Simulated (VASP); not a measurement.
Input of a VASP 6.6.1 run:

INCAR

```
SYSTEM = TiSi16
PREC     = Accurate       ! precision mode
ENCUT    = 520            ! plane-wave cutoff, eV
EDIFF    = 1E-6           ! SCF threshold, eV
ISMEAR   = -1             ! smearing method
SIGMA    = 0.02           ! smearing width, eV
LREAL    = Auto         
LASPH    = .TRUE.         ! aspherical terms in the spheres
NELM     = 60             ! most SCF steps
ALGO     = Normal         ! electronic algorithm
ISIF     = 2              ! what is computed and relaxed
LWAVE    = .FALSE.        ! write WAVECAR
LCHARG   = .TRUE.         ! write CHGCAR
LELF     = .TRUE.         ! ELF
LVHAR    = .TRUE.       
NBANDS   = 52             ! bands
```

File KPOINTS:

```
regular mesh
0
G
  2 2 2
  0 0 0
```

File POSCAR:

```
TiSi16
1.0
    0.0000000000      5.4300000000      5.4300000000
    5.4300000000      0.0000000000      5.4300000000
    5.4300000000      5.4300000000      0.0000000000
Si Ti
16 1
Direct
   -0.0086110497     -0.0087651934      0.0199186004
    0.1240234807      0.1247779926      0.1364713628
    0.0021660221      0.0039271639      0.5132872007
    0.1138827808      0.1135221915      0.6575371087
    0.0021665746      0.4979023020     -0.0059665746
    0.1226470534      0.6093098527      0.1352415285
   -0.0022568140      0.4777986188      0.5134297422
    0.1371992634      0.6194703499      0.6194589319
    0.4974177716      0.0024052486     -0.0052002762
    0.6093056169      0.1226676796      0.1359706262
    0.4780997238     -0.0023260589      0.5148411602
    0.6187868324      0.1380096685      0.6203542357
    0.4966963168      0.4966686924     -0.0058285451
    0.6316789134      0.6318794659      0.0947492634
    0.5076884899      0.5080997238      0.4663918048
    0.6158111418      0.6153236648      0.6202297422
    0.8641395028      0.8642238490      0.4020558932
```

Potentials or basis: VASP PAW LDA potentials, release 64 (Si, Ti_sv).

Run with:

```sh
$ cat potpaw_LDA.64/Si/POTCAR potpaw_LDA.64/Ti_sv/POTCAR > POTCAR
$ mpirun -np 1 vasp_std > vasp.out
```

Task: What does it give for the pressure?

Result: -0.1 GPa.

Task: Estimate the largest force.

Result: 0.505 eV/Å.

Forces on the atoms (eV/Å):
```
Si  -0.110 -0.103  0.138
Si  -0.016 -0.017 -0.010
Si  -0.009 -0.013 -0.096
Si  -0.102 -0.099  0.080
Si   0.058  0.017 -0.056
Si   0.012 -0.010  0.006
Si   0.108  0.010  0.007
Si   0.034  0.008 -0.055
Si   0.018  0.053 -0.053
Si  -0.013  0.008  0.011
Si   0.012  0.113  0.009
Si  -0.002  0.033 -0.057
Si   0.063  0.060 -0.034
Si   0.087  0.085 -0.092
Si   0.096  0.091 -0.102
Si   0.056  0.053  0.010
Ti  -0.292 -0.288  0.294
```

Caveat: the k points lie up to 0.50 Å⁻¹ apart.
